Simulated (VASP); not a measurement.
# Al in VASP: single point with PBE

Aim: the single point of Al with PBE.

All numbers are computed with VASP 6.6.1; they aren't measurements. Logs are shortened: lines on timing, memory, paths and dates and some standing lists are left out, and cuts for length are marked.

### Step 1. The cell of the first run

The cell holds a slab with vacuum, 12 atoms: a = 5.714 Å, b = 5.714 Å, c = 21.602 Å, α = 90.00°, β = 90.00°, γ = 120.00°.

### Step 2. Single point, PBE

Contents of INCAR:

```
SYSTEM = Al
  PREC = Accurate
  ENCUT = 400
  EDIFF = 1E-6
  ISMEAR = 0
  SIGMA = 0.1
  LREAL = .FALSE.
  LASPH = .TRUE.
  NELM = 120
  ALGO = Normal
  ISIF = 2
  LWAVE = .FALSE.
  LCHARG = .FALSE.
  LDIPOL = .TRUE.
  IDIPOL = 3
  DIPOL = 0.5 0.5 0.292
  GGA = PE
  NBANDS = 30
  GGA_COMPAT = .FALSE.
  NELMDL = -8
```

Contents of KPOINTS:

```
regular mesh
0
G
  6 6 1
  0 0 0
```

Contents of POSCAR:

```
Al
1.0
    5.7143028096      0.0000000000      0.0000000000
   -2.8571514048      4.9487313980      0.0000000000
    0.0000000000      0.0000000000     21.6016424764
Al
12
Direct
    0.3333333333      0.1666666667      0.1851711047
    0.3333333333      0.6666666667      0.1851711047
    0.8333333333      0.1666666667      0.1851711047
    0.8333333333      0.6666666667      0.1851711047
    0.1666666667      0.3333333333      0.2916873740
    0.1666666667      0.8333333333      0.2916873740
    0.6666666667      0.3333333333      0.2916873740
    0.6666666667      0.8333333333      0.2916873740
    0.0000000000      0.0000000000      0.3981939098
    0.0000000000      0.5000000000      0.3981939098
    0.5000000000      0.0000000000      0.3981939098
    0.5000000000      0.5000000000      0.3981939098
```

Potentials or basis: VASP PAW PBE potentials, release 64 (Al).

On the command line:

```
cat potpaw_PBE.64/Al/POTCAR > POTCAR
mpirun -np 1 vasp_std > vasp.out
```

OUTCAR:

```text
SYSTEM = Al
   PREC = Accurate
   ENCUT = 400
   EDIFF = 1E-6
   ISMEAR = 0
   LREAL = .FALSE.
   LASPH = .TRUE.
   NELM = 120
   ISIF = 2
   GGA = PE
   NELMDL = -8

 ion  position               nearest neighbor table
   1  0.333  0.167  0.185-   5 2.83   6 2.83   7 2.83   4 2.86   2 2.86   2 2.86   4 2.86   3 2.86
                             3 2.86
   2  0.333  0.667  0.185-   6 2.83   5 2.83   8 2.83   3 2.86   1 2.86   1 2.86   3 2.86   4 2.86
                             4 2.86
   3  0.833  0.167  0.185-   7 2.83   8 2.83   5 2.83   4 2.86   2 2.86   4 2.86   2 2.86   1 2.86
                             1 2.86
   4  0.833  0.667  0.185-   8 2.83   7 2.83   6 2.83   3 2.86   1 2.86   3 2.86   1 2.86   2 2.86
                             2 2.86
   5  0.167  0.333  0.292-   9 2.83  12 2.83  10 2.83   1 2.83   2 2.83   3 2.83   8 2.86   6 2.86
                             6 2.86   8 2.86   7 2.86   7 2.86
   6  0.167  0.833  0.292-  10 2.83  11 2.83   9 2.83   2 2.83   1 2.83   4 2.83   7 2.86   5 2.86
                             5 2.86   7 2.86   8 2.86   8 2.86
   7  0.667  0.333  0.292-  11 2.83  10 2.83  12 2.83   3 2.83   4 2.83   1 2.83   8 2.86   6 2.86
                             8 2.86   6 2.86   5 2.86   5 2.86
   8  0.667  0.833  0.292-  12 2.83   9 2.83  11 2.83   4 2.83   3 2.83   2 2.83   7 2.86   5 2.86
                             7 2.86   5 2.86   6 2.86   6 2.86
   9  0.000  0.000  0.398-   5 2.83   8 2.83   6 2.83  10 2.86  12 2.86  10 2.86  12 2.86  11 2.86
[... 14 lines left out ...]
 A1 = (   5.7143028096,   0.0000000000,   0.0000000000)
 A2 = (  -2.8571514048,   4.9487313980,   0.0000000000)
 A3 = (   0.0000000000,   0.0000000000,  21.6016424764)

Analysis of symmetry for initial positions (statically):
=====================================================================
 Subroutine PRICEL returns following result:

  LATTYP: Found a hexagonal cell.
 ALAT       =     2.8571514048
 C/A-ratio  =     7.5605522480

  Lattice vectors:

 A1 = (   2.8571514048,   0.0000000000,   0.0000000000)
 A2 = (  -1.4285757024,   2.4743656990,   0.0000000000)
 A3 = (   0.0000000000,   0.0000000000,  21.6016424764)

   4 primitive cells build up your supercell.

 Routine SETGRP: Setting up the symmetry group for a
 hexagonal supercell.

 Subroutine GETGRP returns: Found 12 space group operations
 (whereof  6 operations were pure point group operations)
 out of a pool of 24 trial point group operations.

The static configuration has the point symmetry C_3v.
 The point group associated with its full space group is D_3d.

Analysis of symmetry for dynamics (positions and initial velocities):
=====================================================================
 Subroutine PRICEL returns following result:

  LATTYP: Found a hexagonal cell.
 ALAT       =     2.8571514048
 C/A-ratio  =     7.5605522480

  Lattice vectors:

 A1 = (   2.8571514048,   0.0000000000,   0.0000000000)
 A2 = (  -1.4285757024,   2.4743656990,   0.0000000000)
 A3 = (   0.0000000000,   0.0000000000,  21.6016424764)

   4 primitive cells build up your supercell.

 Routine SETGRP: Setting up the symmetry group for a
 hexagonal supercell.

 Subroutine GETGRP returns: Found 12 space group operations
 (whereof  6 operations were pure point group operations)
 out of a pool of 24 trial point group operations.

The dynamic configuration has the point symmetry C_3v.
 The point group associated with its full space group is D_3d.

 Subroutine INISYM returns: Found 12 space group operations
 (whereof  6 operations are pure point group operations),
 and found     4 'primitive' translations

----------------------------------------------------------------------------------------

                                     Primitive cell

  volume of cell :     152.7158

  direct lattice vectors                    reciprocal lattice vectors
     2.857151405  0.000000000  0.000000000     0.349998953  0.202071990  0.000000000
    -1.428575702  2.474365699  0.000000000     0.000000000  0.404143979  0.000000000
     0.000000000  0.000000000 21.601642476     0.000000000  0.000000000  0.046292776

  length of vectors
     2.857151405  2.857151405 21.601642476     0.404143979  0.404143979  0.046292776

  position of ions in fractional coordinates (direct lattice)
     0.666666667  0.333333333  0.185171105
     0.333333333  0.666666667  0.291687374
     1.000000000  0.000000000  0.398193910

  ion indices of the primitive-cell ions
   primitive index   ion index
                 1           1
                 2           5
                 3          11

----------------------------------------------------------------------------------------

 KPOINTS: regular mesh

Automatic generation of k-mesh.
 Grid dimensions read from file:
 generate k-points for:    6    6    1

 Generating k-lattice:

  Cartesian coordinates                     Fractional coordinates (reciprocal lattice)
     0.029166579  0.016839332  0.000000000     0.166666667  0.000000000  0.000000000
     0.000000000  0.033678665  0.000000000     0.000000000  0.166666667  0.000000000
     0.000000000  0.000000000  0.046292776     0.000000000  0.000000000  1.000000000

  Length of vectors
     0.033678665  0.033678665  0.046292776

  Shift w.r.t. Gamma in fractional coordinates (k-lattice)
     0.000000000  0.000000000  0.000000000

 Subroutine IBZKPT returns following result:
 ===========================================

 Found      7 irreducible k-points:

 Following reciprocal coordinates:
            Coordinates               Weight
  0.000000  0.000000  0.000000      1.000000
  0.166667  0.000000  0.000000      6.000000
  0.333333  0.000000  0.000000      6.000000
  0.500000  0.000000  0.000000      3.000000
  0.166667  0.166667  0.000000      6.000000
  0.333333  0.166667  0.000000     12.000000
  0.333333  0.333333  0.000000      2.000000
   k-points           NKPTS =      7   k-points in BZ     NKDIM =      7   number of bands    NBANDS=     30
   number of dos      NEDOS =    301   number of ions     NIONS =     12
   total plane-waves  NPLWV = 230400
   dimension x,y,z NGX =    40 NGY =   40 NGZ =  144
   dimension x,y,z NGXF=    80 NGYF=   80 NGZF=  288
   ions per type =              12
   NGX,Y,Z   is equivalent  to a cutoff of  11.64, 11.64, 11.08 a.u.
   NGXF,Y,Z  is equivalent  to a cutoff of  23.27, 23.27, 22.16 a.u.
 SYSTEM =  Al
   PREC   = accura    normal or accurate (medium, high low for compatibility)
   ISTART =      0    job   : 0-new  1-cont  2-samecut
   ICHARG =      2    charge: 1-file 2-atom 10-const
   ISPIN  =      1    spin polarized calculation?
   LNONCOLLINEAR =      F non collinear calculations
   LSORBIT =      F    spin-orbit coupling
   LASPH  =      T    aspherical Exc in radial PAW
   ENCUT  =  400.0 eV  29.40 Ry    5.42 a.u.   9.32  9.32 35.23*2*pi/ulx,y,z
   NELM   =    120;   NELMIN=  2; NELMDL= -8     # of ELM steps
   EDIFF  = 0.1E-05   stopping-criterion for ELM
   LREAL  =      F    real-space projection
   EDIFFG = 0.1E-04   stopping-criterion for IOM
   NSW    =      0    number of steps for IOM
   IBRION =     -1    ionic relax: 0-MD 1-quasi-New 2-CG
   NFREE  =      0    steps in history (QN), initial steepest desc. (CG)
   ISIF   =      2    stress and relaxation
   ISYM   =      2    0-nonsym 1-usesym 2-fastsym
   POTIM  = 0.5000    time-step for ionic-motion
   TEBEG  =    0.0;   TEEND  =   0.0 temperature during run
   PSTRESS=    0.0 pullay stress
   NELECT =      36.0000    total number of electrons
   NUPDOWN=      -1.0000    fix difference up-down
   EMIN   =  10.00;   EMAX   =-10.00  energy-range for DOS
   EFERMI =   0.00;   METHOD = LEGACY
   ISMEAR =     0;   SIGMA  =   0.10  broadening in eV -4-tet -1-fermi 0-gaus
   EFERMI_NEDOS =   21; number of points for ismear=-14 and -15
   IALGO  =     38    algorithm
   IMIX   =      4    mixing-type and parameters
     AMIX     =   0.40;   BMIX     =  1.00
     AMIX_MAG =   1.60;   BMIX_MAG =  1.00
  volume/ion in A,a.u.               =      50.91       343.53
  Fermi-wavevector in a.u.,A,eV,Ry     =   0.637081  1.203908  5.522219  0.405872
  Thomas-Fermi vector in A             =   1.701967
   LORBIT       =      0    0 simple, 1 ext, 2 COOP (PROOUT), +10 PAW based schemes
   GGA     = PE    functional components
   LHFCALC =     F    Hartree Fock is set to
   AEXX    =    0.0000 exact exchange contribution
   IVDW    =     0    specifies the selected vdW correction
   LEPSILON=     F    determine dielectric tensor
   LRPA    =     F    only Hartree local field effects (RPA)
 non-spin polarized calculation
 Gauss-broadening in eV      SIGMA  =   0.10
  energy-cutoff  :      400.00
  volume of cell :      610.86
 maximum number of plane-waves:     11122
 NGX is ok and might be reduce to    40
   NGX = 19   NGY = 19   NGZ = 71

 number of electron      36.0000000 magnetization

 dipolmoment           0.000000      0.000000     -0.001277 electrons x Angstroem

 Free energy of the ion-electron system (eV)
  ---------------------------------------------------
  ext. energy  EPLUGINS =         0.00000000
  ---------------------------------------------------
  free energy    TOTEN  =       -42.12310624 eV

  energy without entropy =      -42.09174027  energy(sigma->0) =      -42.10742325

 E-fermi :  -0.0182     XC(G=0):  -4.1151

 val. band max:       -0.0363181490   @ k =   0.3333   0.1667   0.0000
 cond. band min:       0.0312838755   @ k =   0.1667   0.1667   0.0000
 fundamental gap:      0.0676020245
 Fermi energy:        -0.0181522667

 k-point     1 :       0.0000    0.0000    0.0000
  band No.  band energies     occupation
      1     -10.5894      2.00000
      2      -8.8808      2.00000
      3      -6.1796      2.00000
      4      -4.7141      2.00000
      5      -4.7141      2.00000
      6      -4.7141      2.00000
[... 220 lines left out ...]
     29       3.3228      0.00000
     30       3.3228      0.00000

------------------------ aborting loop because EDIFF is reached ----------------------------------------

 vacuum level on the upper side and lower side of the slab       (xc-potential included)        -0.079        -0.071

  FORCE on cell =-STRESS in cart. coord.  units (eV):
  Direction    XX          YY          ZZ          XY          YZ          ZX
  --------------------------------------------------------------------------------------
  -------------------------------------------------------------------------------------
  Total       -2.8062529     -2.8062529     -0.1148202      0.0000000     -0.0000000      0.0000000
  in kB       -7.3602655     -7.3602655     -0.3011514      0.0000000     -0.0000000      0.0000000
  external PRESSURE =      -5.0072275 kB  Pullay stress =       0.0000000 kB

 VOLUME and BASIS-vectors are now :
 -----------------------------------------------------------------------------
  energy-cutoff  :      400.00
  volume of cell :      610.86
      direct lattice vectors                 reciprocal lattice vectors
     5.714302810  0.000000000  0.000000000     0.174999476  0.101035995  0.000000000
    -2.857151405  4.948731398  0.000000000     0.000000000  0.202071990  0.000000000
     0.000000000  0.000000000 21.601642476     0.000000000  0.000000000  0.046292776

 POSITION                                       TOTAL-FORCE (eV/Angst)
 -----------------------------------------------------------------------------------
      1.42858      0.82479      4.00000         0.000000     -0.000000      0.004764
     -0.00000      3.29915      4.00000        -0.000000     -0.000000      0.004764
      4.28573      0.82479      4.00000        -0.000000      0.000000      0.004764
      2.85715      3.29915      4.00000        -0.000000      0.000000      0.004764
      0.00000      1.64958      6.30093         0.000000      0.000000     -0.000000
     -1.42858      4.12394      6.30093        -0.000000     -0.000000      0.000000
      2.85715      1.64958      6.30093         0.000000      0.000000      0.000000
      1.42858      4.12394      6.30093        -0.000000     -0.000000      0.000000
      0.00000      0.00000      8.60164         0.000000     -0.000000     -0.004764
     -1.42858      2.47437      8.60164         0.000000     -0.000000     -0.004764
      2.85715      0.00000      8.60164        -0.000000      0.000000     -0.004764
      1.42858      2.47437      8.60164         0.000000      0.000000     -0.004764
 -----------------------------------------------------------------------------------
    total drift:                                0.000000     -0.000000     -0.032082

  FREE ENERGIE OF THE ION-ELECTRON SYSTEM (eV)
  ---------------------------------------------------
  free  energy   TOTEN  =       -42.1231062359 eV

  energy  without entropy=      -42.0917402671  energy(sigma->0) =      -42.10742325

 vacuum level on the upper side and lower side of the slab         3.829         3.837
```

It took 3.9 min on 1 thread of Intel Xeon 8259CL, shared host; peak memory 0.5 GiB.

What came out:

* Free energy: -42.1231 eV
* Largest force: 0.005 eV/Å
* Band gap on the k mesh: zero (bands 18 and 19 overlap by 1.02 eV)

Forces on the atoms (eV/Å):
```
Al   0.000  0.000  0.005
Al   0.000  0.000  0.005
Al   0.000  0.000  0.005
Al   0.000  0.000  0.005
Al   0.000  0.000  0.000
Al   0.000  0.000  0.000
Al   0.000  0.000  0.000
Al   0.000  0.000  0.000
Al   0.000  0.000 -0.005
Al   0.000  0.000 -0.005
Al   0.000  0.000 -0.005
Al   0.000  0.000 -0.005
```

The gap in the log of VASP goes by the Fermi energy; the results here count the filled bands.